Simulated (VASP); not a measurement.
# RbBr (R-3m) in VASP: notebook

RbBr is run at these levels: PBE, r2SCAN, HSE06; tasks: single point.

Everything below comes from runs of VASP 6.6.1. Logs are shortened: lines on timing, memory, paths and dates and some standing lists are left out, and cuts for length are marked.

## (1) The cell of the first run

Symmetry: R-3m, No. 166, trigonal system. The conventional cell has a = 5.838 Å, b = 5.838 Å, c = 7.562 Å, α = 90.00°, β = 90.00°, γ = 120.00°. Within 4.7 Å of Rb (site symmetry -3m) lie 8 Br at 3.60 to 3.78 Å and 6 Rb at 4.21 Å. Within 4.7 Å of Br (site symmetry -3m) lie 8 Rb at 3.60 to 3.78 Å and 6 Br at 4.21 Å.

## (2) Single point, PBE (strain along [111] +5.8%)

Contents of INCAR:

```
SYSTEM = RbBr
PREC     = Accurate       ! precision mode
ENCUT    = 500            ! plane-wave cutoff, eV
EDIFF    = 1E-6           ! SCF threshold, eV
ISMEAR   = -1             ! smearing method
SIGMA    = 0.02           ! smearing width, eV
LREAL    = .FALSE.        ! projectors in reciprocal space
LASPH    = .TRUE.         ! aspherical terms in the spheres
NELM     = 120            ! most SCF steps
ALGO     = Normal         ! electronic algorithm
ISIF     = 2              ! what is computed and relaxed
LWAVE    = .FALSE.        ! write WAVECAR
LCHARG   = .FALSE.        ! write CHGCAR
GGA      = PE             ! functional
NBANDS   = 15             ! bands
GGA_COMPAT= .FALSE.
```

Contents of KPOINTS:

```
regular mesh
0
G
  6 6 6
  0 0 0
```

Contents of POSCAR:

```
RbBr
1.0
    4.2071828439      0.0792561917      0.0792561917
    0.0792561917      4.2071828439      0.0792561917
    0.0792561917      0.0792561917      4.2071828439
Rb Br
1 1
Direct
    0.0000000000      0.0000000000      0.0000000000
    0.5000000000      0.5000000000      0.5000000000
```

Potentials or basis: VASP PAW PBE potentials, release 64 (Rb_sv, Br).

On the command line:

```bash
$ cat potpaw_PBE.64/Rb_sv/POTCAR potpaw_PBE.64/Br/POTCAR > POTCAR
$ mpirun -np 1 vasp_std > vasp.out
```

OUTCAR:

```text
SYSTEM = RbBr
   PREC = Accurate
   ENCUT = 500
   EDIFF = 1E-6
   ISMEAR = -1
   LREAL = .FALSE.
   LASPH = .TRUE.
   NELM = 120
   ISIF = 2
   GGA = PE

 ion  position               nearest neighbor table
   1  0.000  0.000  0.000-   2 3.60   2 3.60   2 3.60   2 3.60   2 3.60   2 3.60   2 3.78   2 3.78

   2  0.500  0.500  0.500-   1 3.60   1 3.60   1 3.60   1 3.60   1 3.60   1 3.60   1 3.78   1 3.78

  LATTYP: Found a trigonal (rhomboedric) cell.
 ALAT       =     4.2086756313
 COS(alpha) =     0.0380045166

  Lattice vectors:

 A1 = (   4.2071828439,   0.0792561917,   0.0792561917)
 A2 = (   0.0792561917,   4.2071828439,   0.0792561917)
 A3 = (   0.0792561917,   0.0792561917,   4.2071828439)

Analysis of symmetry for initial positions (statically):
=====================================================================
 Subroutine PRICEL returns:
 Original cell was already a primitive cell.

 Routine SETGRP: Setting up the symmetry group for a
 trigonal (rhombohedral) supercell.

 Subroutine GETGRP returns: Found 12 space group operations
 (whereof 12 operations were pure point group operations)
 out of a pool of 12 trial point group operations.

The static configuration has the point symmetry D_3d.

Analysis of symmetry for dynamics (positions and initial velocities):
=====================================================================
 Subroutine PRICEL returns:
 Original cell was already a primitive cell.

 Routine SETGRP: Setting up the symmetry group for a
 trigonal (rhombohedral) supercell.

 Subroutine GETGRP returns: Found 12 space group operations
 (whereof 12 operations were pure point group operations)
 out of a pool of 12 trial point group operations.

The dynamic configuration has the point symmetry D_3d.

 Subroutine INISYM returns: Found 12 space group operations
 (whereof 12 operations are pure point group operations),
 and found     1 'primitive' translations

----------------------------------------------------------------------------------------

                                     Primitive cell

  volume of cell :      74.3905

  direct lattice vectors                    reciprocal lattice vectors
     4.207182844  0.079256192  0.079256192     0.237854441 -0.004397925 -0.004397925
     0.079256192  4.207182844  0.079256192    -0.004397925  0.237854441 -0.004397925
     0.079256192  0.079256192  4.207182844    -0.004397925 -0.004397925  0.237854441

  length of vectors
     4.208675631  4.208675631  4.208675631     0.237935745  0.237935745  0.237935745

  position of ions in fractional coordinates (direct lattice)
     0.000000000  0.000000000  0.000000000
     0.500000000  0.500000000  0.500000000

  ion indices of the primitive-cell ions
   primitive index   ion index
                 1           1
                 2           2

----------------------------------------------------------------------------------------

 KPOINTS: regular mesh

Automatic generation of k-mesh.
 Grid dimensions read from file:
 generate k-points for:    6    6    6

 Generating k-lattice:

  Cartesian coordinates                     Fractional coordinates (reciprocal lattice)
     0.039642407 -0.000732987 -0.000732987     0.166666667  0.000000000  0.000000000
    -0.000732987  0.039642407 -0.000732987     0.000000000  0.166666667  0.000000000
    -0.000732987 -0.000732987  0.039642407     0.000000000  0.000000000  0.166666667

  Length of vectors
     0.039655958  0.039655958  0.039655958

  Shift w.r.t. Gamma in fractional coordinates (k-lattice)
     0.000000000  0.000000000  0.000000000

 Subroutine IBZKPT returns following result:
 ===========================================

 Found     32 irreducible k-points:

 Following reciprocal coordinates:
            Coordinates               Weight
  0.000000  0.000000  0.000000      1.000000
  0.166667 -0.000000 -0.000000      6.000000
  0.333333 -0.000000 -0.000000      6.000000
  0.500000 -0.000000  0.000000      3.000000
  0.166667  0.166667  0.000000      6.000000
  0.333333  0.166667 -0.000000     12.000000
[... 16 lines left out ...]
  0.500000  0.500000  0.166667      6.000000
 -0.333333  0.500000  0.166667     12.000000
 [... further k-points ...]
   k-points           NKPTS =     32   k-points in BZ     NKDIM =     32   number of bands    NBANDS=     15
   number of dos      NEDOS =    301   number of ions     NIONS =      2
   total plane-waves  NPLWV =  32768
   dimension x,y,z NGX =    32 NGY =   32 NGZ =   32
   dimension x,y,z NGXF=    64 NGYF=   64 NGZF=   64
   ions per type =               1   1
   NGX,Y,Z   is equivalent  to a cutoff of  12.64, 12.64, 12.64 a.u.
   NGXF,Y,Z  is equivalent  to a cutoff of  25.28, 25.28, 25.28 a.u.
 SYSTEM =  RbBr
   PREC   = accura    normal or accurate (medium, high low for compatibility)
   ISTART =      0    job   : 0-new  1-cont  2-samecut
   ICHARG =      2    charge: 1-file 2-atom 10-const
   ISPIN  =      1    spin polarized calculation?
   LNONCOLLINEAR =      F non collinear calculations
   LSORBIT =      F    spin-orbit coupling
   LASPH  =      T    aspherical Exc in radial PAW
   ENCUT  =  500.0 eV  36.75 Ry    6.06 a.u.   7.67  7.67  7.67*2*pi/ulx,y,z
   NELM   =    120;   NELMIN=  2; NELMDL= -5     # of ELM steps
   EDIFF  = 0.1E-05   stopping-criterion for ELM
   LREAL  =      F    real-space projection
   EDIFFG = 0.1E-04   stopping-criterion for IOM
   NSW    =      0    number of steps for IOM
   IBRION =     -1    ionic relax: 0-MD 1-quasi-New 2-CG
   NFREE  =      0    steps in history (QN), initial steepest desc. (CG)
   ISIF   =      2    stress and relaxation
   ISYM   =      2    0-nonsym 1-usesym 2-fastsym
   POTIM  = 0.5000    time-step for ionic-motion
   TEBEG  =    0.0;   TEEND  =   0.0 temperature during run
   PSTRESS=    0.0 pullay stress
   NELECT =      16.0000    total number of electrons
   NUPDOWN=      -1.0000    fix difference up-down
   EMIN   =  10.00;   EMAX   =-10.00  energy-range for DOS
   EFERMI =   0.00;   METHOD = LEGACY
   ISMEAR =    -1;   SIGMA  =   0.02  broadening in eV -4-tet -1-fermi 0-gaus
   EFERMI_NEDOS =   21; number of points for ismear=-14 and -15
   IALGO  =     38    algorithm
   IMIX   =      4    mixing-type and parameters
     AMIX     =   0.40;   BMIX     =  1.00
     AMIX_MAG =   1.60;   BMIX_MAG =  1.00
  volume/ion in A,a.u.               =      37.20       251.01
  Fermi-wavevector in a.u.,A,eV,Ry     =   0.980865  1.853565 13.090101  0.962095
  Thomas-Fermi vector in A             =   2.111827
   LORBIT       =      0    0 simple, 1 ext, 2 COOP (PROOUT), +10 PAW based schemes
   GGA     = PE    functional components
   LHFCALC =     F    Hartree Fock is set to
   AEXX    =    0.0000 exact exchange contribution
   IVDW    =     0    specifies the selected vdW correction
   LEPSILON=     F    determine dielectric tensor
   LRPA    =     F    only Hartree local field effects (RPA)
 non-spin polarized calculation
  energy-cutoff  :      500.00
  volume of cell :       74.39
 maximum number of plane-waves:      1901
   NGX = 15   NGY = 15   NGZ = 15

 number of electron      15.9999999 magnetization

 Free energy of the ion-electron system (eV)
  ---------------------------------------------------
  ext. energy  EPLUGINS =         0.00000000
  ---------------------------------------------------
  free energy    TOTEN  =        -6.00218666 eV

  energy without entropy =       -6.00218666  energy(sigma->0) =       -6.00218666

 E-fermi :  -0.4933     XC(G=0):  -7.6845

 val. band max:       -0.9349662870   @ k =   0.5000   0.5000  -0.0000
 cond. band min:       2.9676817524   @ k =   0.0000   0.0000   0.0000
 fundamental gap:      3.9026480393
 Fermi energy:        -0.4933446101

 k-point     1 :       0.0000    0.0000    0.0000
  band No.  band energies     occupation
      1     -26.1152      2.00000
      2     -13.4590      2.00000
      3     -10.1104      2.00000
      4     -10.1104      2.00000
      5     -10.1068      2.00000
      6      -1.0980      2.00000
      7      -1.0980      2.00000
      8      -1.0495      2.00000
      9       2.9677      0.00000
     10       4.7169      0.00000
     11       4.7169      0.00000
     12       8.6770      0.00000
     13       8.6770      0.00000
     14       9.0816      0.00000
     15      11.5698      0.00000

 k-point     2 :       0.1667   -0.0000   -0.0000
  band No.  band energies     occupation
      1     -26.1113      2.00000
      2     -13.4564      2.00000
      3     -10.1420      2.00000
      4     -10.1004      2.00000
      5     -10.0985      2.00000
      6      -1.5327      2.00000
      7      -1.1207      2.00000
      8      -1.0694      2.00000
      9       3.5853      0.00000
     10       4.9174      0.00000
     11       5.2502      0.00000
     12       8.6145      0.00000
     13       8.6987      0.00000
     14       9.0167      0.00000
     15      10.3640      0.00000

 k-point     3 :       0.3333   -0.0000   -0.0000
  band No.  band energies     occupation
      1     -26.1035      2.00000
      2     -13.4526      2.00000
      3     -10.2024      2.00000
      4     -10.0801      2.00000
      5     -10.0783      2.00000
      6      -2.2195      2.00000
      7      -1.1674      2.00000
      8      -1.0811      2.00000
      9       4.8625      0.00000
     10       5.4710      0.00000
     11       6.2672      0.00000
     12       8.5131      0.00000
     13       8.5571      0.00000
     14       8.8468      0.00000
     15       9.3213      0.00000

 k-point     4 :       0.5000   -0.0000    0.0000
  band No.  band energies     occupation
      1     -26.0995      2.00000
      2     -13.4515      2.00000
      3     -10.2297      2.00000
      4     -10.0699      2.00000
      5     -10.0680      2.00000
      6      -2.5044      2.00000
      7      -1.1914      2.00000
      8      -1.0873      2.00000
      9       5.8976      0.00000
     10       5.9549      0.00000
     11       6.3759      0.00000
     12       7.7727      0.00000
     13       8.5669      0.00000
     14       8.8838      0.00000
     15       9.5806      0.00000
[... 307 lines left out ...]
 k-point    22 :      -0.1667    0.3333    0.1667
  band No.  band energies     occupation
      1     -26.0960      2.00000
      2     -13.3966      2.00000
      3     -10.2522      2.00000
      4     -10.1450      2.00000
      5     -10.1199      2.00000
      6      -2.0227      2.00000
      7      -1.3785      2.00000
      8      -1.3517      2.00000
      9       5.3134      0.00000
     10       5.9436      0.00000
     11       6.5156      0.00000
     12       7.5722      0.00000
     13       7.8013      0.00000
     14       8.0690      0.00000
     15      10.4623      0.00000

 k-point    23 :       0.5000    0.5000    0.1667
  band No.  band energies     occupation
      1     -26.0815      2.00000
      2     -13.2769      2.00000
      3     -10.3586      2.00000
      4     -10.3371      2.00000
      5     -10.1101      2.00000
      6      -1.9881      2.00000
      7      -1.9438      2.00000
      8      -1.2937      2.00000
      9       4.8430      0.00000
     10       5.9462      0.00000
     11       6.9260      0.00000
     12       7.0121      0.00000
     13       8.9970      0.00000
     14       9.3282      0.00000
     15      10.4696      0.00000

 k-point    24 :      -0.3333    0.5000    0.1667
  band No.  band energies     occupation
      1     -26.0851      2.00000
      2     -13.3103      2.00000
      3     -10.3356      2.00000
      4     -10.2768      2.00000
      5     -10.1198      2.00000
      6      -2.0445      2.00000
      7      -1.7791      2.00000
      8      -1.2923      2.00000
      9       5.1654      0.00000
     10       6.0477      0.00000
     11       6.7920      0.00000
     12       7.2641      0.00000
     13       8.1817      0.00000
     14       8.6359      0.00000
     15      10.5198      0.00000

 [... further k-points ...]
[... 5 lines left out ...]
  --------------------------------------------------------------------------------------
  -------------------------------------------------------------------------------------
  Total       -0.0001141     -0.0001141     -0.0001141     -0.0465311     -0.0465311     -0.0465311
  in kB       -0.0024581     -0.0024581     -0.0024581     -1.0021594     -1.0021594     -1.0021594
  external PRESSURE =      -0.0024581 kB  Pullay stress =       0.0000000 kB

 VOLUME and BASIS-vectors are now :
 -----------------------------------------------------------------------------
  energy-cutoff  :      500.00
  volume of cell :       74.39
      direct lattice vectors                 reciprocal lattice vectors
     4.207182844  0.079256192  0.079256192     0.237854441 -0.004397925 -0.004397925
     0.079256192  4.207182844  0.079256192    -0.004397925  0.237854441 -0.004397925
     0.079256192  0.079256192  4.207182844    -0.004397925 -0.004397925  0.237854441

 POSITION                                       TOTAL-FORCE (eV/Angst)
 -----------------------------------------------------------------------------------
      0.00000      0.00000      0.00000        -0.000000     -0.000000     -0.000000
      2.18285      2.18285      2.18285         0.000000      0.000000      0.000000
 -----------------------------------------------------------------------------------
    total drift:                               -0.000000      0.000000     -0.000000

  FREE ENERGIE OF THE ION-ELECTRON SYSTEM (eV)
  ---------------------------------------------------
  free  energy   TOTEN  =        -6.0021866648 eV

  energy  without entropy=       -6.0021866648  energy(sigma->0) =       -6.00218666
```

Wall time 15 s (1 thread of AMD EPYC 9R45 (Zen 5), shared host); peak memory 0.16 GiB.

What came out:

* Free energy: -6.0022 eV
* Pressure: 0.0 GPa
* Band gap on the k mesh: 3.90 eV (least direct gap 4.02 eV)

Caveat: the cell differs from its parent crystal (strain along [111] +5.8%).

[end of part 1 of 2]
